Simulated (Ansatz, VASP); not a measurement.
**One calculation of Bi2Se3, two programs**

```
Bi Se
1.0
     2.07212    1.19634    9.48437
    -2.07212    1.19634    9.48437
     0.00000   -2.39268    9.48437
Bi Se
2 3
Direct
  0.40087 0.40087 0.40087
  0.59913 0.59913 0.59913
  0.00000 0.00000 0.00000
  0.21054 0.21054 0.21054
  0.78946 0.78946 0.78946
```

Alike in both runs: functional PBE; dispersion D3(BJ); k mesh 9 × 9 × 9; occupations gaussian, width 0.05 eV; no spin polarisation.

Ansatz relaxed the structure, and its values are those at the end. VASP's run is a single point on that final structure, the one shown.

```csv
,VASP,Ansatz
version,VASP 6.6.1,Ansatz 0.2.0
potentials or method,"VASP PAW PBE potentials, release 64 (Bi_d, Se)","scalar-relativistic, plane waves, PAW"
plane-wave cutoff (eV),520,420
valence electrons in the cell,48,78
```

VASP gave:

```
gap on the k mesh at the Fermi level (eV) : 0.16
least direct gap on the mesh (eV)         : 0.16
pressure (GPa)                            : 0.0
rms of the force components (eV/Å)        : 0.006
```

Problem. What did Ansatz give for the same quantities?

Solution. gap on the k mesh at the Fermi level (eV): 0.16; least direct gap on the mesh (eV): 0.16; pressure (GPa): 0.0; rms of the force components (eV/Å): 0.000.

VASP's potentials hold 48 valence electrons a cell and Ansatz's 78, so a difference there can come from the potentials and not from the codes.

Spin-orbit coupling is off throughout.
